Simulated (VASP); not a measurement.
# HfN (CsCl type) (Pm-3m) in VASP: further runs

The runs below take HfN (CsCl type) through single point, with PBE.

Program: VASP 6.6.1. These are calculated values, not measurements. Logs are shortened: lines on timing, memory, paths and dates and some standing lists are left out, and cuts for length are marked.

### 1 The cell of the first run

It takes space group Pm-3m (No. 221, cubic). Conventional cell: a = 2.532 Å, b = 2.532 Å, c = 2.532 Å, α = 90.00°, β = 90.00°, γ = 90.00°. Within 2.9 Å of Hf (site symmetry m-3m) lie 8 N at 2.19 Å and 6 Hf at 2.53 Å. N (site symmetry m-3m) has 8 Hf at 2.19 Å and 6 N at 2.53 Å within 2.9 Å.

### 2 Single point, PBE (volume scaled by 0.72)

INCAR reads:

```
PREC = Accurate ; ENCUT = 520
EDIFF = 1E-7 ; ISMEAR = -1
SIGMA = 0.05 ; LREAL = F
LASPH = T ; NELM = 100
ALGO = Normal ; ISIF = 2
LWAVE = F ; LCHARG = F
GGA = PE ; NBANDS = 14
```

KPOINTS reads:

```
regular mesh
0
Gamma
  14 14 14
```

POSCAR reads:

```
HfN
1.0
    2.5321003004      0.0000000000      0.0000000000
    0.0000000000      2.5321003004      0.0000000000
    0.0000000000      0.0000000000      2.5321003004
Hf N
1 1
Direct
    0.0000000000      0.0000000000      0.0000000000
    0.5000000000      0.5000000000      0.5000000000
```

Potentials or basis: VASP PAW PBE potentials, release 64 (Hf_pv, N).

On the command line:

```console
cat potpaw_PBE.64/Hf_pv/POTCAR potpaw_PBE.64/N/POTCAR > POTCAR
mpirun -np 1 vasp_std > vasp.out
```

OUTCAR:

```text
PREC = Accurate
   ENCUT = 520
   EDIFF = 1E-7
   ISMEAR = -1
   LREAL = F
   LASPH = T
   NELM = 100
   ISIF = 2
   GGA = PE

 ion  position               nearest neighbor table
   1  0.000  0.000  0.000-   2 2.19   2 2.19   2 2.19   2 2.19   2 2.19   2 2.19   2 2.19   2 2.19

   2  0.500  0.500  0.500-   1 2.19   1 2.19   1 2.19   1 2.19   1 2.19   1 2.19   1 2.19   1 2.19

  LATTYP: Found a simple cubic cell.
 ALAT       =     2.5321003004

  Lattice vectors:

 A1 = (   2.5321003004,   0.0000000000,   0.0000000000)
 A2 = (   0.0000000000,   2.5321003004,   0.0000000000)
 A3 = (   0.0000000000,   0.0000000000,   2.5321003004)

Analysis of symmetry for initial positions (statically):
=====================================================================
 Subroutine PRICEL returns:
 Original cell was already a primitive cell.

 Routine SETGRP: Setting up the symmetry group for a
 simple cubic supercell.

 Subroutine GETGRP returns: Found 48 space group operations
 (whereof 48 operations were pure point group operations)
 out of a pool of 48 trial point group operations.

The static configuration has the point symmetry O_h .

Analysis of symmetry for dynamics (positions and initial velocities):
=====================================================================
 Subroutine PRICEL returns:
 Original cell was already a primitive cell.

 Routine SETGRP: Setting up the symmetry group for a
 simple cubic supercell.

 Subroutine GETGRP returns: Found 48 space group operations
 (whereof 48 operations were pure point group operations)
 out of a pool of 48 trial point group operations.

The dynamic configuration has the point symmetry O_h .

 Subroutine INISYM returns: Found 48 space group operations
 (whereof 48 operations are pure point group operations),
 and found     1 'primitive' translations

----------------------------------------------------------------------------------------

                                     Primitive cell

  volume of cell :      16.2346

  direct lattice vectors                    reciprocal lattice vectors
     2.532100300  0.000000000  0.000000000     0.394929063  0.000000000  0.000000000
     0.000000000  2.532100300  0.000000000     0.000000000  0.394929063  0.000000000
     0.000000000  0.000000000  2.532100300     0.000000000  0.000000000  0.394929063

  length of vectors
[... 83 lines left out ...]
   LREAL  =      F    real-space projection
   EDIFFG = 0.1E-05   stopping-criterion for IOM
   NSW    =      0    number of steps for IOM
   IBRION =     -1    ionic relax: 0-MD 1-quasi-New 2-CG
   NFREE  =      0    steps in history (QN), initial steepest desc. (CG)
   ISIF   =      2    stress and relaxation
   ISYM   =      2    0-nonsym 1-usesym 2-fastsym
   POTIM  = 0.5000    time-step for ionic-motion
   TEBEG  =    0.0;   TEEND  =   0.0 temperature during run
   PSTRESS=    0.0 pullay stress
   NELECT =      15.0000    total number of electrons
   NUPDOWN=      -1.0000    fix difference up-down
   EMIN   =  10.00;   EMAX   =-10.00  energy-range for DOS
   EFERMI =   0.00;   METHOD = LEGACY
   ISMEAR =    -1;   SIGMA  =   0.05  broadening in eV -4-tet -1-fermi 0-gaus
   EFERMI_NEDOS =   21; number of points for ismear=-14 and -15
   IALGO  =     38    algorithm
   IMIX   =      4    mixing-type and parameters
     AMIX     =   0.40;   BMIX     =  1.00
     AMIX_MAG =   1.60;   BMIX_MAG =  1.00
  volume/ion in A,a.u.               =       8.12        54.78
  Fermi-wavevector in a.u.,A,eV,Ry     =   1.594499  3.013167 34.591835  2.542428
  Thomas-Fermi vector in A             =   2.692564
   LORBIT       =      0    0 simple, 1 ext, 2 COOP (PROOUT), +10 PAW based schemes
   GGA     = PE    functional components
   LHFCALC =     F    Hartree Fock is set to
   AEXX    =    0.0000 exact exchange contribution
   IVDW    =     0    specifies the selected vdW correction
   LEPSILON=     F    determine dielectric tensor
   LRPA    =     F    only Hartree local field effects (RPA)
 non-spin polarized calculation
  energy-cutoff  :      520.00
  volume of cell :       16.23
 maximum number of plane-waves:       461
 NGX is ok and might be reduce to    20
   NGX =  9   NGY =  9   NGZ =  9

 number of electron      15.0000004 magnetization

 Free energy of the ion-electron system (eV)
  ---------------------------------------------------
  ext. energy  EPLUGINS =         0.00000000
  ---------------------------------------------------
  free energy    TOTEN  =       -17.64120513 eV

  energy without entropy =      -17.63594180  energy(sigma->0) =      -17.63857346

 E-fermi :  10.8053     XC(G=0): -14.7783

 val. band max:       10.8030044438   @ k =   0.4286   0.3571   0.0714
 cond. band min:      10.8146299802   @ k =   0.1429   0.0714   0.0714
 fundamental gap:      0.0116255364
 Fermi energy:        10.8052634699

 k-point     1 :       0.0000    0.0000    0.0000
  band No.  band energies     occupation
      1     -18.2950      2.00000
      2     -18.2950      2.00000
      3     -18.2950      2.00000
      4      -7.5461      2.00000
      5       6.9021      2.00000
      6       6.9021      2.00000
      7       9.7747      2.00000
      8       9.7747      2.00000
      9       9.7747      2.00000
     10      19.6465      0.00000
     11      19.6601      0.00000
     12      19.6601      0.00000
     13      19.6601      0.00000
     14      24.9815      0.00000
[... 377 lines left out ...]
      1     -20.9617      2.00000
      2     -19.3455      2.00000
      3     -17.8548      2.00000
      4      -4.3256      2.00000
      5       3.4507      2.00000
      6       6.7718      2.00000
      7       8.0707      2.00000
      8      10.3221      1.99987
      9      16.8755      0.00000
     10      16.9190      0.00000
     11      17.9595      0.00000
     12      19.9626      0.00000
     13      24.3803      0.00000
     14      25.0917      0.00000

 [... further k-points ...]
[... 5 lines left out ...]
  --------------------------------------------------------------------------------------
  -------------------------------------------------------------------------------------
  Total       15.0593211     15.0593211     15.0593211     -0.0000000      0.0000000      0.0000000
  in kB     1486.1863278   1486.1863278   1486.1863278     -0.0000000      0.0000000      0.0000000
  external PRESSURE =    1486.1863278 kB  Pullay stress =       0.0000000 kB

 VOLUME and BASIS-vectors are now :
 -----------------------------------------------------------------------------
  energy-cutoff  :      520.00
  volume of cell :       16.23
      direct lattice vectors                 reciprocal lattice vectors
     2.532100300  0.000000000  0.000000000     0.394929063  0.000000000  0.000000000
     0.000000000  2.532100300  0.000000000     0.000000000  0.394929063  0.000000000
     0.000000000  0.000000000  2.532100300     0.000000000  0.000000000  0.394929063

 POSITION                                       TOTAL-FORCE (eV/Angst)
 -----------------------------------------------------------------------------------
      0.00000      0.00000      0.00000         0.000000      0.000000      0.000000
      1.26605      1.26605      1.26605         0.000000      0.000000      0.000000
 -----------------------------------------------------------------------------------
    total drift:                                0.000000      0.000000      0.000000

  FREE ENERGIE OF THE ION-ELECTRON SYSTEM (eV)
  ---------------------------------------------------
  free  energy   TOTEN  =       -17.6412051293 eV

  energy  without entropy=      -17.6359417969  energy(sigma->0) =      -17.63857346
```

Run time: 11 s. Hardware: 1 thread of Intel Xeon 6975P-C (Granite Rapids), shared host; peak memory 0.14 GiB.

Results:

```
Free energy : -17.6412 eV
Pressure    : 148.6 GPa
```

Levels at points of the mesh, in eV from the Fermi level:
| k point | band 6 | band 7 | band 8 | band 9 | band 10 | band 11 |
| --- | --- | --- | --- | --- | --- | --- |
| (0.00, 0.00, 0.00) | -3.90 | -1.03 | -1.03 | -1.03 | 8.84 | 8.85 |
| (0.50, 0.00, 0.00) | -3.80 | -3.80 | -2.03 | 8.30 | 9.95 | 10.16 |
| (0.50, 0.50, 0.00) | -4.32 | -1.52 | -0.76 | 3.75 | 3.75 | 4.67 |
| (0.50, 0.50, 0.50) | -9.64 | -9.64 | 11.34 | 11.34 | 11.34 | 14.05 |

Caveat: spin-orbit coupling is left out, which moves the levels of the heavy elements.

### 3 Single point, PBE (volume scaled by 0.72)

INCAR reads:

```
SYSTEM = HfN
ALGO = Normal
EDIFF = 1E-6
ENCUT = 520
GGA = PE
ISIF = 2
ISMEAR = -1
LASPH = .True.
LCHARG = .False.
LREAL = .False.
LWAVE = .False.
NBANDS = 14
NELM = 100
PREC = Accurate
SIGMA = 0.05
```

KPOINTS reads:

```
k-points
0
Gamma
  14 14 14
  0 0 0
```

POSCAR is that of step 2.

Potentials or basis: VASP PAW PBE potentials, release 64 (Hf_pv, N).

On the command line:

```console
cat potpaw_PBE.64/Hf_pv/POTCAR potpaw_PBE.64/N/POTCAR > POTCAR
mpirun -np 1 vasp_std > vasp.out
```

Run time: 9.8 s. Hardware: 1 thread of Intel Xeon 6975P-C (Granite Rapids), shared host; peak memory 0.14 GiB.

Results (log left out):

```
Free energy : -17.6412 eV
Pressure    : 148.6 GPa
```

Levels at points of the mesh, in eV from the Fermi level:
| k point | band 4 | band 5 | band 6 | band 7 | band 8 | band 9 | band 10 | band 11 | band 12 | band 13 |
| --- | --- | --- | --- | --- | --- | --- | --- | --- | --- | --- |
| (0.00, 0.00, 0.00) | -18.35 | -3.90 | -3.90 | -1.03 | -1.03 | -1.03 | 8.84 | 8.85 | 8.85 | 8.85 |
| (0.50, 0.00, 0.00) | -13.88 | -9.53 | -3.80 | -3.80 | -2.03 | 8.30 | 9.95 | 10.16 | 10.16 | 11.09 |
| (0.50, 0.50, 0.00) | -16.45 | -4.32 | -4.32 | -1.52 | -0.76 | 3.75 | 3.75 | 4.67 | 13.49 | 14.13 |
| (0.50, 0.50, 0.50) | -13.24 | -9.64 | -9.64 | -9.64 | 11.34 | 11.34 | 11.34 | 14.05 | 14.05 | 14.14 |

Caveat: spin-orbit coupling is left out, which moves the levels of the heavy elements.
